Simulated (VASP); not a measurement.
Set up this calculation in VASP 6.6.1, as the native input.

| Item | Value |
| --- | --- |
| Task | single point |
| Functional | PBEsol |
| Potentials or basis | VASP PAW PBE potentials, release 64 (Co) |
| Cutoff | 600 eV |
| k mesh | 13 × 13 × 13 |
| Occupations | fermi-dirac, width 0.1 eV |
| Spin | no spin polarisation |
| Dipole correction | no |
| Further INCAR settings | ALGO = Normal; EDIFF = 1e-06; NBANDS = 16 |

The structure of Co lies in POSCAR:

```
Co
1.0
    0.0000000000      2.3916539825      2.3916539825
    2.3916539825      0.0000000000      2.3916539825
    2.3916539825      2.3916539825      0.0000000000
Co
2
Direct
    0.1250000000      0.1250000000      0.1250000000
    0.8750000000      0.8750000000      0.8750000000
```

This isn't the form of Co at room conditions, which is hcp.

These files were run (other wordings do the same):

INCAR

```
PREC     = Accurate       # precision mode
ENCUT    = 600            # plane-wave cutoff, eV
EDIFF    = 1E-6           # SCF threshold, eV
ISMEAR   = -1             # smearing method
SIGMA    = 0.1            # smearing width, eV
LREAL    = False          # projectors in reciprocal space
LASPH    = True           # aspherical terms in the spheres
NELM     = 120            # most SCF steps
ALGO     = Normal         # electronic algorithm
ISIF     = 2              # what is computed and relaxed
LWAVE    = False          # write WAVECAR
LCHARG   = False          # write CHGCAR
GGA      = PS             # functional
NBANDS   = 16             # bands
GGA_COMPAT= False
```

KPOINTS

```
Automatic mesh
0
Gamma
  13 13 13
```

Potentials or basis: VASP PAW PBE potentials, release 64 (Co).

The run is started by

```sh
$ cat potpaw_PBE.64/Co/POTCAR > POTCAR
$ mpirun -np 1 vasp_std > vasp.out
```

Results of the run:

The pressure is 4.7 GPa and the band gap on the k mesh is zero (bands 9 and 10 overlap by 0.94 eV).

Caveat: the cell stands under pressure; the PAW data sets were made with another functional, which shifts forces and pressure a little; the run has no spin polarisation, though such a crystal can be magnetic.

Wall time 22 s on 1 thread of AMD EPYC 9R45 96-Core Processor (Zen 5) (shared host), peak memory 0.15 GiB.
